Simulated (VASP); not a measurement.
# MgS (I4/mmm) in VASP: notebook

Runs on MgS. Level: r2SCAN. Tasks: single point.

Program: VASP 6.6.1. These are calculated values, not measurements. Logs are shortened: lines on timing, memory, paths and dates and some standing lists are left out, and cuts for length are marked.

**1. The cell of the first run**

Symmetry: I4/mmm, No. 139, tetragonal system. The conventional cell has a = 3.679 Å, b = 3.679 Å, c = 5.177 Å, α = 90.00°, β = 90.00°, γ = 90.00°. Within 3.4 Å of Mg (site symmetry 4/mmm) lie 6 S at 2.59 to 2.60 Å. Within 3.4 Å of S (site symmetry 4/mmm) lie 6 Mg at 2.59 to 2.60 Å.

**2. Single point, r2SCAN (z stretched by -0.5 %, x and y held)**

Input file POSCAR:

```
MgS
1.0
    0.0000000000      2.6016500000      2.5886417500
    2.6016500000      0.0000000000      2.5886417500
    2.6016500000      2.6016500000      0.0000000000
Mg S
1 1
Direct
    0.0000000000      0.0000000000      0.0000000000
    0.5000000000      0.5000000000      0.5000000000
```

Input file INCAR.step1:

```
PREC = Accurate ; ENCUT = 660
ISMEAR = 0 ; SIGMA = 0.01
LREAL = False ; LASPH = True
NELM = 120 ; NBANDS = 11
GGA = PE ; ALGO = Normal
EDIFF = 1E-5 ; LWAVE = True
LCHARG = False ; GGA_COMPAT = False
```

Input file INCAR.step2:

```
PREC = Accurate ; ENCUT = 660
EDIFF = 1E-6 ; ISMEAR = 0
SIGMA = 0.01 ; LREAL = False
LASPH = True ; NELM = 120
ALGO = Normal ; ISIF = 2
LWAVE = False ; LCHARG = False
METAGGA = R2SCAN ; LMIXTAU = True
NBANDS = 11 ; ISTART = 1
GGA_COMPAT = False
```

Input file KPOINTS:

```
Automatic mesh
0
Gamma
  8 8 8
```

Potentials or basis: VASP PAW PBE potentials, release 64 (Mg, S).

On the command line:

```sh
$ cat potpaw_PBE.64/Mg/POTCAR potpaw_PBE.64/S/POTCAR > POTCAR
$ cp INCAR.step1 INCAR
$ mpirun -np 1 vasp_std > vasp.out
$ cp INCAR.step2 INCAR
$ mpirun -np 1 vasp_std > vasp.out
```

OUTCAR:

```text
PREC = Accurate
   ENCUT = 660
   EDIFF = 1E-6
   ISMEAR = 0
   LREAL = False
   LASPH = True
   NELM = 120
   ISIF = 2
   METAGGA = R2SCAN
   ISTART = 1

 ion  position               nearest neighbor table
   1  0.000  0.000  0.000-   2 2.59   2 2.59   2 2.60   2 2.60   2 2.60   2 2.60
   2  0.500  0.500  0.500-   1 2.59   1 2.59   1 2.60   1 2.60   1 2.60   1 2.60

  LATTYP: Found a body centered tetragonal cell.
 ALAT       =     3.6792887145
 C/A-ratio  =     1.4071424946

  Lattice vectors:

 A1 = (   0.0000000000,  -2.6016500000,  -2.5886417500)
 A2 = (   0.0000000000,   2.6016500000,  -2.5886417500)
 A3 = (   2.6016500000,   0.0000000000,   2.5886417500)

Analysis of symmetry for initial positions (statically):
=====================================================================
 Subroutine PRICEL returns:
 Original cell was already a primitive cell.

 Routine SETGRP: Setting up the symmetry group for a
 body centered tetragonal supercell.

 Subroutine GETGRP returns: Found 16 space group operations
 (whereof 16 operations were pure point group operations)
 out of a pool of 16 trial point group operations.

The static configuration has the point symmetry D_4h.

Analysis of symmetry for dynamics (positions and initial velocities):
=====================================================================
 Subroutine PRICEL returns:
 Original cell was already a primitive cell.

 Routine SETGRP: Setting up the symmetry group for a
 body centered tetragonal supercell.

 Subroutine GETGRP returns: Found 16 space group operations
 (whereof 16 operations were pure point group operations)
 out of a pool of 16 trial point group operations.

The dynamic configuration has the point symmetry D_4h.

 Subroutine INISYM returns: Found 16 space group operations
 (whereof 16 operations are pure point group operations),
 and found     1 'primitive' translations

----------------------------------------------------------------------------------------

                                     Primitive cell

  volume of cell :      35.0429

  direct lattice vectors                    reciprocal lattice vectors
     0.000000000  2.601650000  2.588641750    -0.192185728  0.192185728  0.193151486
     2.601650000  0.000000000  2.588641750     0.192185728 -0.192185728  0.193151486
     2.601650000  2.601650000  0.000000000     0.192185728  0.192185728 -0.193151486

  length of vectors
     3.670102019  3.670102019  3.679288715     0.333433959  0.333433959  0.333433959
[... 83 lines left out ...]
   EDIFFG = 0.1E-04   stopping-criterion for IOM
   NSW    =      0    number of steps for IOM
   IBRION =     -1    ionic relax: 0-MD 1-quasi-New 2-CG
   NFREE  =      0    steps in history (QN), initial steepest desc. (CG)
   ISIF   =      2    stress and relaxation
   ISYM   =      2    0-nonsym 1-usesym 2-fastsym
   POTIM  = 0.5000    time-step for ionic-motion
   TEBEG  =    0.0;   TEEND  =   0.0 temperature during run
   PSTRESS=    0.0 pullay stress
   NELECT =       8.0000    total number of electrons
   NUPDOWN=      -1.0000    fix difference up-down
   EMIN   =  10.00;   EMAX   =-10.00  energy-range for DOS
   EFERMI =   0.00;   METHOD = LEGACY
   ISMEAR =     0;   SIGMA  =   0.01  broadening in eV -4-tet -1-fermi 0-gaus
   EFERMI_NEDOS =   21; number of points for ismear=-14 and -15
   IALGO  =     38    algorithm
   IMIX   =      4    mixing-type and parameters
     AMIX     =   0.40;   BMIX     =  1.00
     AMIX_MAG =   1.60;   BMIX_MAG =  1.00
  volume/ion in A,a.u.               =      17.52       118.24
  Fermi-wavevector in a.u.,A,eV,Ry     =   1.000549  1.890763 13.620763  1.001098
  Thomas-Fermi vector in A             =   2.132912
   LORBIT       =      0    0 simple, 1 ext, 2 COOP (PROOUT), +10 PAW based schemes
   METAGGA = R2SCAN    functional components
   LHFCALC =     F    Hartree Fock is set to
   AEXX    =    0.0000 exact exchange contribution
   IVDW    =     0    specifies the selected vdW correction
   LEPSILON=     F    determine dielectric tensor
   LRPA    =     F    only Hartree local field effects (RPA)
 non-spin polarized calculation
 Gauss-broadening in eV      SIGMA  =   0.01
  energy-cutoff  :      660.00
  volume of cell :       35.04
 maximum number of plane-waves:      1363
   NGX = 15   NGY = 15   NGZ = 15

 number of electron       8.0000001 magnetization

 Free energy of the ion-electron system (eV)
  ---------------------------------------------------
  ext. energy  EPLUGINS =         0.00000000
  ---------------------------------------------------
  free energy    TOTEN  =       -15.51140475 eV

  energy without entropy =      -15.51140475  energy(sigma->0) =      -15.51140475

 E-fermi :   3.5990     XC(G=0): -10.1122

 val. band max:        3.5447973272   @ k =   0.0000   0.0000   0.0000
 cond. band min:       6.9633364790   @ k =   0.5000   0.5000   0.0000
 fundamental gap:      3.4185391517
 Fermi energy:         3.5989961949

 k-point     1 :       0.0000    0.0000    0.0000
  band No.  band energies     occupation
      1      -9.6751      2.00000
      2       3.5226      2.00000
      3       3.5448      2.00000
      4       3.5448      2.00000
      5       8.1942      0.00000
      6      12.0466      0.00000
      7      12.0466      0.00000
      8      12.1006      0.00000
      9      14.4485      0.00000
     10      14.5192      0.00000
     11      17.0957      0.00000
[... 309 lines left out ...]
 k-point    24 :       0.3750   -0.0000    0.1250
  band No.  band energies     occupation
      1      -8.6464      2.00000
      2      -0.2495      2.00000
      3       2.6001      2.00000
      4       2.7180      2.00000
      5       9.5110      0.00000
      6      10.8106      0.00000
      7      12.2539      0.00000
      8      12.6490      0.00000
      9      15.9011      0.00000
     10      17.1128      0.00000
     11      17.5566      0.00000

 [... further k-points ...]
[... 5 lines left out ...]
  --------------------------------------------------------------------------------------
  -------------------------------------------------------------------------------------
  Total       -0.0518123     -0.0518123      0.0678941      0.0000000      0.0000000      0.0000000
  in kB       -2.3688849     -2.3688849      3.1041505      0.0000000      0.0000000      0.0000000
  external PRESSURE =      -0.5445398 kB  Pullay stress =       0.0000000 kB

 VOLUME and BASIS-vectors are now :
 -----------------------------------------------------------------------------
  energy-cutoff  :      660.00
  volume of cell :       35.04
      direct lattice vectors                 reciprocal lattice vectors
     0.000000000  2.601650000  2.588641750    -0.192185728  0.192185728  0.193151486
     2.601650000  0.000000000  2.588641750     0.192185728 -0.192185728  0.193151486
     2.601650000  2.601650000  0.000000000     0.192185728  0.192185728 -0.193151486

 POSITION                                       TOTAL-FORCE (eV/Angst)
 -----------------------------------------------------------------------------------
      0.00000      0.00000      0.00000         0.000000     -0.000000      0.000000
      2.60165      2.60165      2.58864        -0.000000      0.000000     -0.000000
 -----------------------------------------------------------------------------------
    total drift:                               -0.000000     -0.000000      0.000000

  FREE ENERGIE OF THE ION-ELECTRON SYSTEM (eV)
  ---------------------------------------------------
  free  energy   TOTEN  =       -15.5114047505 eV

  energy  without entropy=      -15.5114047505  energy(sigma->0) =      -15.51140475
```

OUTCAR.step1:

```text
PREC = Accurate
   ENCUT = 660
   ISMEAR = 0
   LREAL = False
   LASPH = True
[... 558 lines left out ...]
      0.00000      0.00000      0.00000         0.000000     -0.000000     -0.000000
      2.60165      2.60165      2.58864        -0.000000      0.000000      0.000000
 -----------------------------------------------------------------------------------
    total drift:                               -0.000000     -0.000000      0.000000

  FREE ENERGIE OF THE ION-ELECTRON SYSTEM (eV)
  ---------------------------------------------------
  free  energy   TOTEN  =        -8.5008893305 eV

  energy  without entropy=       -8.5008893305  energy(sigma->0) =       -8.50088933
```

OSZICAR.step1:

```text
N       E                     dE             d eps       ncg     rms          rms(c)
DAV:   1     0.267702956721E+02    0.26770E+02   -0.42669E+03  1322   0.734E+02
DAV:   2    -0.715843703517E+01   -0.33929E+02   -0.32043E+02  1717   0.111E+02
DAV:   3    -0.889276946224E+01   -0.17343E+01   -0.17299E+01  1576   0.257E+01
DAV:   4    -0.890453347936E+01   -0.11764E-01   -0.11763E-01  1577   0.252E+00
DAV:   5    -0.890462912951E+01   -0.95650E-04   -0.95649E-04  1632   0.231E-01    0.443E+00
DAV:   6    -0.854101641538E+01    0.36361E+00   -0.78230E-01  1478   0.349E+00    0.346E+00
DAV:   7    -0.850102886169E+01    0.39988E-01   -0.21930E-01  1556   0.203E+00    0.228E+00
DAV:   8    -0.850117243604E+01   -0.14357E-03   -0.14939E-02  1436   0.744E-01    0.101E+00
DAV:   9    -0.850087648676E+01    0.29595E-03   -0.81494E-04  1539   0.166E-01    0.351E-01
DAV:  10    -0.850089252332E+01   -0.16037E-04   -0.23047E-04  1518   0.702E-02    0.436E-02
DAV:  11    -0.850088933051E+01    0.31928E-05   -0.20847E-05  1458   0.202E-02
   1 F= -.85008893E+01 E0= -.85008893E+01  d E =-.135355E-32
```

Wall time 61 s (1 thread of Intel Xeon Platinum 8488C (Sapphire Rapids), shared host); peak memory 0.2 GiB.

Results:

| Property | Result |
| --- | --- |
| Free energy | -15.5114 eV |
| Pressure | -0.1 GPa |
| Band gap on the k mesh | 3.42 eV (least direct gap 4.65 eV) |

Caveat: the cell differs from its parent crystal (z stretched by -0.5 %, x and y held); the PAW data sets were made with another functional, which shifts forces and pressure a little. A k mesh can miss the band edges.

**3. Single point, r2SCAN (z stretched by +0.5 %, x and y held)**

Input file POSCAR:

```
MgS
1.0
    0.0000000000      2.6016500000      2.6146582500
    2.6016500000      0.0000000000      2.6146582500
    2.6016500000      2.6016500000      0.0000000000
Mg S
1 1
Direct
    0.0000000000      0.0000000000      0.0000000000
    0.5000000000      0.5000000000      0.5000000000
```

Input file INCAR.step1:

```
  ALGO = Normal
  EDIFF = 1E-5
  ENCUT = 660
  GGA = PE
  GGA_COMPAT = False
  ISMEAR = 0
  LASPH = True
  LCHARG = False
  LREAL = False
  LWAVE = True
  NBANDS = 11
  NELM = 120
  PREC = Accurate
  SIGMA = 0.01
```

Input file INCAR.step2:

```
  ALGO = Normal
  EDIFF = 1E-6
  ENCUT = 660
  GGA_COMPAT = False
  ISIF = 2
  ISMEAR = 0
  ISTART = 1
  LASPH = True
  LCHARG = True
  LELF = True
  LMIXTAU = True
  LREAL = False
  LVHAR = True
  LWAVE = False
  METAGGA = R2SCAN
  NBANDS = 11
  NELM = 120
  PREC = Accurate
  SIGMA = 0.01
```

Input file KPOINTS:

```
k-points
0
Gamma
  8 8 8
```

Potentials or basis: VASP PAW PBE potentials, release 64 (Mg, S).

On the command line:

```sh
$ cat potpaw_PBE.64/Mg/POTCAR potpaw_PBE.64/S/POTCAR > POTCAR
$ cp INCAR.step1 INCAR
$ mpirun -np 1 vasp_std > vasp.out
$ cp INCAR.step2 INCAR
$ mpirun -np 1 vasp_std > vasp.out
```

Wall time 66 s (1 thread of Intel Xeon Platinum 8488C (Sapphire Rapids), shared host); peak memory 0.2 GiB.

It converged, with:

| Property | Result |
| --- | --- |
| Free energy | -15.5104 eV |
| Pressure | -0.8 GPa |
| Band gap on the k mesh | 3.40 eV (least direct gap 4.56 eV) |

Stress tensor (GPa, compression positive):
```
-0.68  0.00  0.00
 0.00 -0.68  0.00
 0.00  0.00 -1.19
```

Levels at points of the mesh, in eV from the valence-band top:
```tsv
k point	band 1	band 2	band 3	band 4	band 5	band 6	band 7	band 8	band 9
(0.00, 0.00, 0.00)	-13.17	-0.02	-0.02	0.00	4.56	8.48	8.54	8.54	10.89
(0.50, 0.00, 0.00)	-11.85	-4.86	-0.64	-0.62	5.19	7.46	7.51	11.16	13.19
(0.50, 0.50, 0.00)	-11.48	-4.26	-1.72	-1.72	3.43	4.94	13.04	13.45	14.49
(0.50, 0.00, 0.50)	-11.46	-4.26	-1.76	-1.72	3.40	4.92	13.09	13.46	14.38
```

Caveat: the cell differs from its parent crystal (z stretched by +0.5 %, x and y held); the PAW data sets were made with another functional, which shifts forces and pressure a little.

**4. Single point, r2SCAN (z stretched by +0.5 %, x and y held)**

POSCAR is that of step 3.

Input file INCAR.step1:

```
SYSTEM = MgS
PREC = Accurate ; ENCUT = 660
ISMEAR = 0 ; SIGMA = 0.01
LREAL = .FALSE. ; LASPH = .TRUE.
NELM = 120 ; NBANDS = 11
GGA = PE ; ALGO = Normal
EDIFF = 1E-5 ; LWAVE = .TRUE.
LCHARG = .FALSE. ; GGA_COMPAT = .FALSE.
```

Input file INCAR.step2:

```
SYSTEM = MgS
PREC = Accurate ; ENCUT = 660
EDIFF = 1E-6 ; ISMEAR = 0
SIGMA = 0.01 ; LREAL = .FALSE.
LASPH = .TRUE. ; NELM = 120
ALGO = Normal ; ISIF = 2
LWAVE = .FALSE. ; LCHARG = .FALSE.
METAGGA = R2SCAN ; LMIXTAU = .TRUE.
NBANDS = 11 ; ISTART = 1
GGA_COMPAT = .FALSE.
```

Input file KPOINTS:

```
Automatic mesh
0
G
  8 8 8
  0 0 0
```

On the command line:

```sh
$ cat potpaw_PBE.64/Mg/POTCAR potpaw_PBE.64/S/POTCAR > POTCAR
$ cp INCAR.step1 INCAR
$ mpirun -np 1 vasp_std > vasp.out
$ cp INCAR.step2 INCAR
$ mpirun -np 1 vasp_std > vasp.out
```

Wall time 62 s (1 thread of Intel Xeon Platinum 8488C (Sapphire Rapids), shared host); peak memory 0.21 GiB.

The run converged. Its results:

- Free energy: -15.5104 eV
- Pressure: -0.8 GPa
- Band gap on the k mesh: 3.40 eV (least direct gap 4.56 eV)

Stress tensor (GPa, compression positive):
```
-0.68  0.00  0.00
 0.00 -0.68  0.00
 0.00  0.00 -1.19
```

Levels at points of the mesh, in eV from the valence-band top:
```
           k point  band 1  band 2  band 3  band 4  band 5  band 6  band 7  band 8
(0.00, 0.00, 0.00)  -13.17   -0.02   -0.02    0.00    4.56    8.48    8.54    8.54
(0.50, 0.00, 0.00)  -11.85   -4.86   -0.64   -0.62    5.19    7.46    7.51   11.16
(0.50, 0.50, 0.00)  -11.48   -4.26   -1.72   -1.72    3.43    4.94   13.04   13.45
(0.50, 0.00, 0.50)  -11.46   -4.26   -1.76   -1.72    3.40    4.92   13.09   13.46
```

Caveat: the cell differs from its parent crystal (z stretched by +0.5 %, x and y held); the PAW data sets were made with another functional, which shifts forces and pressure a little.
